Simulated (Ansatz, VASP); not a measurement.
# Al2Cu in VASP and in Ansatz

```xyz
3
Lattice="4.0849 0.0000 0.0000 0.0000 4.0849 0.0000 0.0000 0.0000 2.8464" Properties=species:S:1:pos:R:3 pbc="T T T"
Al    2.0424    0.0000    1.4232
Al    0.0000    2.0424    1.4232
Cu    0.0000    0.0000    0.0000
```

Alike in both runs: functional PBEsol; k mesh 10 × 10 × 14; occupations gaussian, width 0.1 eV; no spin polarisation.

Ansatz relaxed the structure, and its values are those at the end. VASP's run is a single point on that final structure, the one shown.

|  | VASP | Ansatz |
| --- | --- | --- |
| version | VASP 6.6.1 | Ansatz 0.2.0 |
| potentials or method | VASP PAW PBE potentials, release 64 (Al, Cu), cutoff 520 eV | scalar-relativistic, plane waves, PAW |
| valence electrons in the cell | 17 | 25 |

```csv
,VASP,Ansatz,Ansatz less VASP
gap on the k mesh at the Fermi level (eV),none,none,-
pressure (GPa),0.1,0.0,-0.07
```

VASP's potentials were made for PBE, not for PBEsol, and Ansatz warns of the same on its side. A gap of «none» marks a metal or a gap that the smearing closes. With one functional, cell and mesh, what is left measures potentials, basis and numerics. VASP's potentials hold 17 valence electrons a cell and Ansatz's 25, so a difference there can come from the potentials and not from the codes.
